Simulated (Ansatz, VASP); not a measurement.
One calculation of Si5Ge, two programs

```
Si Ge
1.0
     3.90200    0.00008   -0.00019
    -1.95093    3.37916   -0.00003
    -0.00198   -0.00143   19.05839
Si Ge
10 2
Direct
  0.33334 0.66686 0.76762
  0.66665 0.33351 0.72700
  0.99985 0.00006 0.56213
  0.66654 0.33342 0.60275
  0.99999 0.99986 0.43787
  0.33331 0.66651 0.39725
  0.66666 0.33313 0.23238
  0.33333 0.66647 0.27300
  0.66677 0.33321 0.10839
  0.33339 0.66687 0.89161
  0.00009 0.99989 0.06514
  0.00008 0.00020 0.93486
```

Change from the starting cell: cell x1, atoms moved at random (sigma 0.1 Å) and cell strained at random (1.5 %), then relaxed without symmetry.

Alike in both runs: functional PBE; k mesh 6 × 6 × 1; occupations gaussian, width 0.1 eV; no spin polarisation.

Ansatz relaxed the structure, and its values are those at the end. VASP's run is a single point on that final structure, the one shown.

```csv
,VASP,Ansatz
version,VASP 6.6.1,Ansatz 0.2.0
potentials or method,"VASP PAW PBE potentials, release 64 (Si, Ge_d), cutoff 520 eV","scalar-relativistic, plane waves, PAW"
valence electrons in the cell,68,68
```

|  | VASP | Ansatz | Ansatz less VASP |
| --- | --- | --- | --- |
| gap on the k mesh at the Fermi level (eV) | 0.62 | 0.62 | -0.002 |
| least direct gap on the mesh (eV) | 1.13 | 1.13 | -0.004 |
| pressure (GPa) | -0.1 | 0.0 | +0.08 |
